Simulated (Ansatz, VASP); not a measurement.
## Two plane-wave programs on SrHfO

```
Sr Hf O
1.0
     3.81721    0.00000    0.00000
     0.00000    3.81721    0.00000
     0.00000    0.00000    4.23404
Sr Hf O
1 1 1
Direct
  0.50000 0.50000 0.00000
  0.00000 0.00000 0.50000
  0.00000 0.00000 0.00000
```

Change from the starting cell: species swapped into the GdOF type (P4/nmm, No. 129).

Alike in both runs: task relaxation of cell and atoms; functional PBE; k mesh 12 × 12 × 12; occupations gaussian, width 0.1 eV; no spin polarisation.

```csv
,VASP,Ansatz
version,VASP 6.6.1,Ansatz 0.2.0
potentials or method,"VASP PAW PBE potentials, release 64 (Sr_sv, Hf_pv, O), cutoff 600 eV","scalar-relativistic, plane waves, PAW"
valence electrons in the cell,26,42
```

Ansatz gave:

| Item | Value |
| --- | --- |
| gap on the k mesh at the Fermi level, each at its own relaxed structure (eV) | none |
| relaxed volume (Å³/atom) | 20.64 |
| relaxed length of the cell vector where the two differ most in proportion (Å) | 4.227 |

Task: Estimate VASP's values.

Result: gap on the k mesh at the Fermi level, each at its own relaxed structure (eV): none; relaxed volume (Å³/atom): 20.67; relaxed length of the cell vector where the two differ most in proportion (Å): 4.204.

A gap of «none» marks a metal or a gap that the smearing closes. VASP's potentials hold 26 valence electrons a cell and Ansatz's 42, so a difference there can come from the potentials and not from the codes.

Neither program's run includes spin-orbit coupling.
